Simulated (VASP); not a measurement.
Input of a VASP 6.6.1 run:

The input POSCAR:

```
CO2
1.0
   -2.2003653744      4.0057252365      3.7398557058
    2.2003653744     -4.0057252365      3.7398557058
    2.2003653744      4.0057252365     -3.7398557058
C O
4 8
Direct
    0.9283695649      0.8435322032      0.0848373616
    0.7413051584      0.1564677968      0.5848373616
    0.0716304351      0.1564677968      0.9151626384
    0.2586948416      0.8435322032      0.4151626384
    0.1479982886      0.8979982886      0.2500000000
    0.8520017114      0.1020017114      0.7500000000
    0.7764597045      0.5000000000      0.7764597045
    0.2235402955      0.0000000000      0.7235402955
    0.2235402955      0.5000000000      0.2235402955
    0.7764597045      0.0000000000      0.2764597045
    0.0000000000      0.0000000000      0.0000000000
    0.5000000000      0.0000000000      0.5000000000
```

The input INCAR.step1:

```
  PREC = Accurate
  ENCUT = 520
  ISMEAR = 0
  SIGMA = 0.1
  LREAL = False
  LASPH = True
  NELM = 100
  NBANDS = 44
  GGA = PE
  ALGO = Normal
  EDIFF = 1E-4
  LWAVE = True
  LCHARG = False
```

File INCAR.step2:

```
  PREC = Accurate
  ENCUT = 520
  EDIFF = 1E-7
  ISMEAR = 0
  SIGMA = 0.1
  LREAL = False
  LASPH = True
  NELM = 100
  ALGO = Normal
  ISIF = 2
  LWAVE = False
  LCHARG = False
  METAGGA = R2SCAN
  LMIXTAU = True
  NBANDS = 44
  ISTART = 1
```

KPOINTS

```
Automatic mesh
0
Gamma
  6 6 6
```

Potentials or basis: VASP PAW PBE potentials, release 64 (C, O).

Launch:

```bash
$ cat potpaw_PBE.64/C/POTCAR potpaw_PBE.64/O/POTCAR > POTCAR
$ cp INCAR.step1 INCAR
$ mpirun -np 1 vasp_std > vasp.out
$ cp INCAR.step2 INCAR
$ mpirun -np 1 vasp_std > vasp.out
```

Task: Predict the largest force.

Result: 0.100 eV/Å.

Task: Estimate the band gap on the k mesh.

Result: 4.90 eV (least direct gap 4.91 eV).

Forces in eV/Å, atoms in the order of the input:
```
C    0.000 -0.074  0.067
C    0.000 -0.074 -0.067
C    0.000  0.074 -0.067
C    0.000  0.074  0.067
O    0.000  0.000  0.028
O    0.000  0.000 -0.028
O    0.000 -0.054  0.000
O    0.000  0.054  0.000
O    0.000  0.054  0.000
O    0.000 -0.054  0.000
O    0.000  0.000  0.000
O    0.000  0.000  0.000
```

Caveat: the PAW data sets were made with another functional, which shifts forces and pressure a little. A k mesh can miss the band edges.
